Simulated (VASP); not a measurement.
# ZnTc (Fd-3m) in VASP: further runs

ZnTc is run at these levels: LDA; tasks: single point, relaxation of cell and atoms.

All numbers are computed with VASP 6.6.1; they aren't measurements. Logs are shortened: lines on timing, memory, paths and dates and some standing lists are left out, and cuts for length are marked.

### Step 1. The cell of the first run

Symmetry: Fd-3m, No. 227, cubic system. Conventional cell: a = 7.527 Å, b = 7.527 Å, c = 7.527 Å, α = 90.00°, β = 90.00°, γ = 90.00°. Within 3.5 Å of Zn (site symmetry -3m) lie 6 Zn at 2.66 Å and 6 Tc at 2.66 Å. Tc (site symmetry -3m) has 6 Zn at 2.66 Å and 6 Tc at 2.66 Å within 3.5 Å.

### Step 2. Single point, LDA

INCAR reads:

```
  ALGO = Normal
  EDIFF = 1E-6
  ENCUT = 520
  GGA = CA
  ISIF = 2
  ISMEAR = -1
  LASPH = T
  LCHARG = F
  LREAL = F
  LWAVE = F
  NBANDS = 60
  NELM = 100
  PREC = Accurate
  SIGMA = 0.1
```

KPOINTS reads:

```
k-points
0
Gamma
  6 6 6
```

POSCAR reads:

```
ZnTc
1.0
    0.0000000000      3.7636052154      3.7636052154
    3.7636052154      0.0000000000      3.7636052154
    3.7636052154      3.7636052154      0.0000000000
Zn Tc
4 4
Direct
    0.0000000000      0.0000000000      0.0000000000
    0.0000000000      0.5000000000      0.0000000000
    0.0000000000      0.5000000000      0.5000000000
    0.5000000000      0.5000000000      0.0000000000
    0.0000000000      0.0000000000      0.5000000000
    0.5000000000      0.0000000000      0.0000000000
    0.5000000000      0.0000000000      0.5000000000
    0.5000000000      0.5000000000      0.5000000000
```

Potentials or basis: VASP PAW LDA potentials, release 64 (Zn, Tc_pv).

Command:

```
> cat potpaw_LDA.64/Zn/POTCAR potpaw_LDA.64/Tc_pv/POTCAR > POTCAR
> mpirun -np 1 vasp_std > vasp.out
```

OUTCAR:

```text
EDIFF = 1E-6
   ENCUT = 520
   GGA = CA
   ISIF = 2
   ISMEAR = -1
   LASPH = T
   LREAL = F
   NELM = 100
   PREC = Accurate

 ion  position               nearest neighbor table
   1  0.000  0.000  0.000-   2 2.66   5 2.66   6 2.66   3 2.66   5 2.66   7 2.66   2 2.66   3 2.66
                             4 2.66   4 2.66   6 2.66   7 2.66
   2  0.000  0.500  0.000-   1 2.66   3 2.66   4 2.66   3 2.66   5 2.66   8 2.66   1 2.66   5 2.66
                             6 2.66   4 2.66   6 2.66   8 2.66
   3  0.000  0.500  0.500-   2 2.66   5 2.66   8 2.66   1 2.66   2 2.66   4 2.66   1 2.66   5 2.66
                             7 2.66   4 2.66   7 2.66   8 2.66
   4  0.500  0.500  0.000-   2 2.66   6 2.66   8 2.66   3 2.66   7 2.66   8 2.66   1 2.66   6 2.66
                             7 2.66   1 2.66   2 2.66   3 2.66
   5  0.000  0.000  0.500-   1 2.66   3 2.66   7 2.66   1 2.66   2 2.66   6 2.66   2 2.66   3 2.66
                             8 2.66   6 2.66   7 2.66   8 2.66
   6  0.500  0.000  0.000-   1 2.66   4 2.66   7 2.66   5 2.66   7 2.66   8 2.66   2 2.66   4 2.66
                             8 2.66   1 2.66   2 2.66   5 2.66
   7  0.500  0.000  0.500-   5 2.66   6 2.66   8 2.66   1 2.66   4 2.66   6 2.66   3 2.66   4 2.66
                             8 2.66   1 2.66   3 2.66   5 2.66
   8  0.500  0.500  0.500-   3 2.66   4 2.66   7 2.66   2 2.66   4 2.66   6 2.66   5 2.66   6 2.66
                             7 2.66   2 2.66   3 2.66   5 2.66

  LATTYP: Found a face centered cubic cell.
 ALAT       =     7.5272104308

  Lattice vectors:

 A1 = (   0.0000000000,   3.7636052154,   3.7636052154)
 A2 = (   3.7636052154,   0.0000000000,   3.7636052154)
 A3 = (   3.7636052154,   3.7636052154,   0.0000000000)

Analysis of symmetry for initial positions (statically):
=====================================================================
 Subroutine PRICEL returns:
 Original cell was already a primitive cell.

 Routine SETGRP: Setting up the symmetry group for a
 face centered cubic supercell.

 Subroutine GETGRP returns: Found 48 space group operations
 (whereof 12 operations were pure point group operations)
 out of a pool of 48 trial point group operations.

The static configuration has the point symmetry D_3d.
 The point group associated with its full space group is O_h .

Analysis of symmetry for dynamics (positions and initial velocities):
=====================================================================
 Subroutine PRICEL returns:
 Original cell was already a primitive cell.

 Routine SETGRP: Setting up the symmetry group for a
 face centered cubic supercell.

 Subroutine GETGRP returns: Found 48 space group operations
 (whereof 12 operations were pure point group operations)
 out of a pool of 48 trial point group operations.

The dynamic configuration has the point symmetry D_3d.
 The point group associated with its full space group is O_h .

 Subroutine INISYM returns: Found 48 space group operations
 (whereof 12 operations are pure point group operations),
 and found     1 'primitive' translations

----------------------------------------------------------------------------------------

                                     Primitive cell

  volume of cell :     106.6209

  direct lattice vectors                    reciprocal lattice vectors
     0.000000000  3.763605215  3.763605215    -0.132851341  0.132851341  0.132851341
     3.763605215  0.000000000  3.763605215     0.132851341 -0.132851341  0.132851341
     3.763605215  3.763605215  0.000000000     0.132851341  0.132851341 -0.132851341

  length of vectors
     5.322541539  5.322541539  5.322541539     0.230105273  0.230105273  0.230105273

  position of ions in fractional coordinates (direct lattice)
     0.000000000  0.000000000  0.000000000
     0.000000000  0.500000000  0.000000000
     0.000000000  0.500000000  0.500000000
     0.500000000  0.500000000  0.000000000
     0.000000000  0.000000000  0.500000000
     0.500000000  0.000000000  0.000000000
     0.500000000  0.000000000  0.500000000
     0.500000000  0.500000000  0.500000000

  ion indices of the primitive-cell ions
   primitive index   ion index
                 1           1
                 2           2
                 3           3
                 4           4
                 5           5
                 6           6
                 7           7
                 8           8

----------------------------------------------------------------------------------------

 KPOINTS: k-points

Automatic generation of k-mesh.
 Grid dimensions read from file:
 generate k-points for:    6    6    6

 Generating k-lattice:

  Cartesian coordinates                     Fractional coordinates (reciprocal lattice)
    -0.022141890  0.022141890  0.022141890     0.166666667  0.000000000  0.000000000
     0.022141890 -0.022141890  0.022141890     0.000000000  0.166666667  0.000000000
     0.022141890  0.022141890 -0.022141890     0.000000000  0.000000000  0.166666667

  Length of vectors
     0.038350879  0.038350879  0.038350879

  Shift w.r.t. Gamma in fractional coordinates (k-lattice)
     0.000000000  0.000000000  0.000000000

 Subroutine IBZKPT returns following result:
 ===========================================

 Found     16 irreducible k-points:

 Following reciprocal coordinates:
            Coordinates               Weight
  0.000000  0.000000  0.000000      1.000000
  0.166667  0.000000  0.000000      8.000000
  0.333333  0.000000  0.000000      8.000000
  0.500000  0.000000  0.000000      4.000000
  0.166667  0.166667  0.000000      6.000000
  0.333333  0.166667  0.000000     24.000000
[... 8 lines left out ...]
 -0.333333  0.333333  0.166667     24.000000
 -0.333333  0.500000  0.166667     12.000000
   k-points           NKPTS =     16   k-points in BZ     NKDIM =     16   number of bands    NBANDS=     60
   number of dos      NEDOS =    301   number of ions     NIONS =      8
   total plane-waves  NPLWV =  64000
   dimension x,y,z NGX =    40 NGY =   40 NGZ =   40
   dimension x,y,z NGXF=    80 NGYF=   80 NGZF=   80
   ions per type =               4   4
   NGX,Y,Z   is equivalent  to a cutoff of  12.49, 12.49, 12.49 a.u.
   NGXF,Y,Z  is equivalent  to a cutoff of  24.99, 24.99, 24.99 a.u.
 SYSTEM =  unknown system
   PREC   = accura    normal or accurate (medium, high low for compatibility)
   ISTART =      0    job   : 0-new  1-cont  2-samecut
   ICHARG =      2    charge: 1-file 2-atom 10-const
   ISPIN  =      1    spin polarized calculation?
   LNONCOLLINEAR =      F non collinear calculations
   LSORBIT =      F    spin-orbit coupling
   LASPH  =      T    aspherical Exc in radial PAW
   ENCUT  =  520.0 eV  38.22 Ry    6.18 a.u.   9.90  9.90  9.90*2*pi/ulx,y,z
   NELM   =    100;   NELMIN=  2; NELMDL= -5     # of ELM steps
   EDIFF  = 0.1E-05   stopping-criterion for ELM
   LREAL  =      F    real-space projection
   EDIFFG = 0.1E-04   stopping-criterion for IOM
   NSW    =      0    number of steps for IOM
   IBRION =     -1    ionic relax: 0-MD 1-quasi-New 2-CG
   NFREE  =      0    steps in history (QN), initial steepest desc. (CG)
   ISIF   =      2    stress and relaxation
   ISYM   =      2    0-nonsym 1-usesym 2-fastsym
   POTIM  = 0.5000    time-step for ionic-motion
   TEBEG  =    0.0;   TEEND  =   0.0 temperature during run
   PSTRESS=    0.0 pullay stress
   NELECT =     100.0000    total number of electrons
   NUPDOWN=      -1.0000    fix difference up-down
   EMIN   =  10.00;   EMAX   =-10.00  energy-range for DOS
   EFERMI =   0.00;   METHOD = LEGACY
   ISMEAR =    -1;   SIGMA  =   0.10  broadening in eV -4-tet -1-fermi 0-gaus
   EFERMI_NEDOS =   21; number of points for ismear=-14 and -15
   IALGO  =     38    algorithm
   IMIX   =      4    mixing-type and parameters
     AMIX     =   0.40;   BMIX     =  1.00
     AMIX_MAG =   1.60;   BMIX_MAG =  1.00
  volume/ion in A,a.u.               =      13.33        89.94
  Fermi-wavevector in a.u.,A,eV,Ry     =   1.602485  3.028258 34.939213  2.567960
  Thomas-Fermi vector in A             =   2.699299
   LORBIT       =      0    0 simple, 1 ext, 2 COOP (PROOUT), +10 PAW based schemes
   GGA     = CA    functional components
   LHFCALC =     F    Hartree Fock is set to
   AEXX    =    0.0000 exact exchange contribution
   IVDW    =     0    specifies the selected vdW correction
   LEPSILON=     F    determine dielectric tensor
   LRPA    =     F    only Hartree local field effects (RPA)
 non-spin polarized calculation
  energy-cutoff  :      520.00
  volume of cell :      106.62
 maximum number of plane-waves:      2884
   NGX = 19   NGY = 19   NGZ = 19

 number of electron     100.0000020 magnetization

 Free energy of the ion-electron system (eV)
  ---------------------------------------------------
  ext. energy  EPLUGINS =         0.00000000
  ---------------------------------------------------
  free energy    TOTEN  =       -54.05017776 eV

  energy without entropy =      -53.84500550  energy(sigma->0) =      -53.94759163

 E-fermi :   8.8047     XC(G=0): -13.5604

 val. band max:        8.8008456032   @ k =  -0.3333   0.1667   0.0000
 cond. band min:       8.8244681702   @ k =  -0.1667   0.1667   0.0000
 fundamental gap:      0.0236225670
 Fermi energy:         8.8046676461

 k-point     1 :       0.0000    0.0000    0.0000
  band No.  band energies     occupation
      1     -31.0196      2.00000
      2     -30.3765      2.00000
      3     -30.3765      2.00000
      4     -30.3765      2.00000
      5     -30.1734      2.00000
      6     -30.1734      2.00000
[... 52 lines left out ...]
     59      12.1526      0.00000
     60      12.1526      0.00000

 k-point     2 :       0.1667    0.0000    0.0000
  band No.  band energies     occupation
      1     -30.9656      2.00000
      2     -30.3617      2.00000
      3     -30.3519      2.00000
      4     -30.3519      2.00000
      5     -30.1595      2.00000
      6     -30.1595      2.00000
[... 52 lines left out ...]
     59      12.1270      0.00000
     60      12.1507      0.00000

 k-point     3 :       0.3333    0.0000    0.0000
  band No.  band energies     occupation
      1     -30.8465      2.00000
      2     -30.3077      2.00000
      3     -30.3077      2.00000
      4     -30.2960      2.00000
      5     -30.0986      2.00000
      6     -30.0986      2.00000
[... 808 lines left out ...]
     59      12.6431      0.00000
     60      12.8476      0.00000

 k-point    16 :      -0.3333    0.5000    0.1667
  band No.  band energies     occupation
      1     -30.5118      2.00000
      2     -30.5118      2.00000
      3     -30.1727      2.00000
      4     -30.1727      2.00000
      5     -30.0236      2.00000
      6     -30.0236      2.00000
[... 52 lines left out ...]
     59      12.9557      0.00000
     60      12.9557      0.00000

------------------------ aborting loop because EDIFF is reached ----------------------------------------

  FORCE on cell =-STRESS in cart. coord.  units (eV):
  Direction    XX          YY          ZZ          XY          YZ          ZX
  --------------------------------------------------------------------------------------
  -------------------------------------------------------------------------------------
  Total        0.4381990      0.4381990      0.4381990      0.0000000     -0.0000000      0.0000000
  in kB        6.5847576      6.5847576      6.5847576      0.0000000     -0.0000000      0.0000000
  external PRESSURE =       6.5847576 kB  Pullay stress =       0.0000000 kB

 VOLUME and BASIS-vectors are now :
 -----------------------------------------------------------------------------
  energy-cutoff  :      520.00
  volume of cell :      106.62
      direct lattice vectors                 reciprocal lattice vectors
     0.000000000  3.763605215  3.763605215    -0.132851341  0.132851341  0.132851341
     3.763605215  0.000000000  3.763605215     0.132851341 -0.132851341  0.132851341
     3.763605215  3.763605215  0.000000000     0.132851341  0.132851341 -0.132851341

 POSITION                                       TOTAL-FORCE (eV/Angst)
 -----------------------------------------------------------------------------------
      0.00000      0.00000      0.00000        -0.000000      0.000000      0.000000
      1.88180      0.00000      1.88180         0.000000      0.000000     -0.000000
      3.76361      1.88180      1.88180        -0.000000     -0.000000      0.000000
      1.88180      1.88180      3.76361         0.000000      0.000000      0.000000
      1.88180      1.88180      0.00000        -0.000000      0.000000      0.000000
      0.00000      1.88180      1.88180        -0.000000      0.000000     -0.000000
      1.88180      3.76361      1.88180        -0.000000     -0.000000      0.000000
      3.76361      3.76361      3.76361        -0.000000      0.000000      0.000000
 -----------------------------------------------------------------------------------
    total drift:                                0.000000     -0.000000      0.000000

  FREE ENERGIE OF THE ION-ELECTRON SYSTEM (eV)
  ---------------------------------------------------
  free  energy   TOTEN  =       -54.0501777591 eV

  energy  without entropy=      -53.8450054967  energy(sigma->0) =      -53.94759163
```

Wall time 2.5 min (1 thread of Intel Xeon 8259CL, shared host); peak memory 0.24 GiB.

What came out:

- Free energy: -54.0502 eV
- Pressure: 0.7 GPa
- Band gap on the k mesh: zero (bands 50 and 51 overlap by 0.92 eV)

### Step 3. Relaxation of cell and atoms, LDA

INCAR reads:

```
SYSTEM = ZnTc
  PREC = Accurate
  ENCUT = 600
  EDIFF = 1E-7
  ISMEAR = -1
  SIGMA = 0.1
  LREAL = .False.
  LASPH = .True.
  NELM = 100
  ALGO = Normal
  ISIF = 3
  LWAVE = .False.
  LCHARG = .False.
  IBRION = 2
  NSW = 80
  EDIFFG = -0.01
```

KPOINTS reads:

```
Automatic mesh
0
Gamma
  6 6 6
  0 0 0
```

POSCAR is that of step 2.

Potentials or basis: VASP PAW LDA potentials, release 64 (Zn, Tc_pv).

Command:

```
> cat potpaw_LDA.64/Zn/POTCAR potpaw_LDA.64/Tc_pv/POTCAR > POTCAR
> mpirun -np 1 vasp_std > vasp.out
```

Run time: 10 min. Hardware: 1 thread of Intel Xeon 8259CL, shared host; peak memory 0.31 GiB.

Results (log left out):

```
Free energy                           : -54.0515 eV
Relaxed volume                        : 13.37 Å³/atom
Relaxed cell                          : a = 5.328 Å, b = 5.328 Å, c = 5.328 Å, α = 60.00°, β = 60.00°, γ = 60.00°
Space group after relaxing (to 0.1 Å) : Fd-3m (No. 227)
Energy gained by relaxing             : 0.1 meV/atom
Ionic steps                           : 3
Pressure after relaxing               : 0.0 GPa
Band gap on the k mesh                : zero (bands 50 and 51 overlap by 0.91 eV)
```

Step by step:
```csv
step,energy change (eV),largest force (eV/Å),pressure (GPa),volume (Å³)
1,0.0000,0.0000,0.70,106.62
2,0.0014,0.0000,-1.19,107.52
3,-0.0007,0.0000,0.01,106.95
```

Final structure:
```
CELL_PARAMETERS angstrom
0.00000 3.76747 3.76747
3.76747 0.00000 3.76747
3.76747 3.76747 0.00000
ATOMIC_POSITIONS crystal
Zn 0.00000 0.00000 0.00000
Zn 0.00000 0.50000 0.00000
Zn 0.00000 0.50000 0.50000
Zn 0.50000 0.50000 0.00000
Tc 0.00000 0.00000 0.50000
Tc 0.50000 0.00000 0.00000
Tc 0.50000 0.00000 0.50000
Tc 0.50000 0.50000 0.50000
```

Levels at points of the mesh, in eV from the Fermi level:
```
           k point  band 46  band 47  band 48  band 49  band 50  band 51  band 52  band 53  band 54  band 55
(0.00, 0.00, 0.00)    -1.34     0.46     0.46     0.46     0.64     0.64     0.64     0.74     0.74     1.02
(0.50, 0.00, 0.00)    -1.89    -1.58    -1.58    -0.06     0.41     0.41     0.66     0.66     0.77     1.12
(0.50, 0.50, 0.00)    -1.90    -1.80    -1.80    -1.38    -1.38     0.36     0.36     0.59     0.59     0.89
```
